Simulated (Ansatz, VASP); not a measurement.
# One calculation of W, two programs

```xyz
1
Lattice="0.0000 2.0300 1.9691 2.0300 0.0000 1.9691 2.0300 2.0300 0.0000" Properties=species:S:1:pos:R:3 pbc="T T T"
W     0.0000    0.0000    0.0000
```

Change from the starting cell: strain +0.000 along x and y, -0.030 along z, atoms carried along.

Alike in both runs: task single point; functional LDA; k mesh 20 × 20 × 20; occupations gaussian, width 0.15 eV; no spin polarisation.

```csv
,VASP,Ansatz
version,VASP 6.6.1,Ansatz 0.2.0
potentials or method,"VASP PAW LDA potentials, release 64 (W_sv), cutoff 520 eV","scalar-relativistic, plane waves, PAW"
valence electrons in the cell,14,14
```

VASP gave:

| Quantity | Value |
| --- | --- |
| gap on the k mesh at the Fermi level (eV) | none |
| pressure (GPa) | -8.6 |
| traceless stress, the component that is largest in VASP (GPa) | -6.58 |

Task: What did Ansatz give for the same quantities?

Result: gap on the k mesh at the Fermi level (eV): none; pressure (GPa): -10.2; traceless stress, the component that is largest in VASP (GPa): -6.59.

LDA's correlation is that of Perdew and Zunger in VASP and of Perdew and Wang (1992) in Ansatz. A gap of «none» marks a metal or a gap that the smearing closes.

Spin-orbit coupling is off throughout.
